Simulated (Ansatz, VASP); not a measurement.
**BaS: VASP beside Ansatz**

```
Ba S
1.0
     5.38132    0.00000    0.00000
    -2.69066    4.66036    0.00000
     0.00000    0.00000    6.38418
Ba S
2 2
Cartesian
  0.0000 3.1069 2.7870
  2.6907 1.5535 5.9791
  0.0000 3.1069 -0.4049
  2.6907 1.5535 2.7872
```

Alike in both runs: task single point; functional r2SCAN; k mesh 6 × 6 × 4; occupations gaussian, width 0.02 eV; no spin polarisation.

|  | VASP | Ansatz |
| --- | --- | --- |
| version | VASP 6.6.1 | Ansatz 0.2.0 |
| potentials or method | VASP PAW PBE potentials, release 64 (Ba_sv, S), cutoff 520 eV | scalar-relativistic, plane waves, PAW |
| valence electrons in the cell | 32 | 32 |

VASP gave:

| Item | Value |
| --- | --- |
| gap on the k mesh at the Fermi level (eV) | 2.82 |
| least direct gap on the mesh (eV) | 2.97 |
| pressure (GPa) | 0.4 |
| traceless stress, the component that is largest in VASP (GPa) | 0.05 |

Task: What did Ansatz give for the same quantities?

Result: gap on the k mesh at the Fermi level (eV): 2.90; least direct gap on the mesh (eV): 3.02; pressure (GPa): 0.0; traceless stress, the component that is largest in VASP (GPa): -0.03.

VASP's potentials were made for PBE, not for r2SCAN.

Spin-orbit coupling is off throughout.
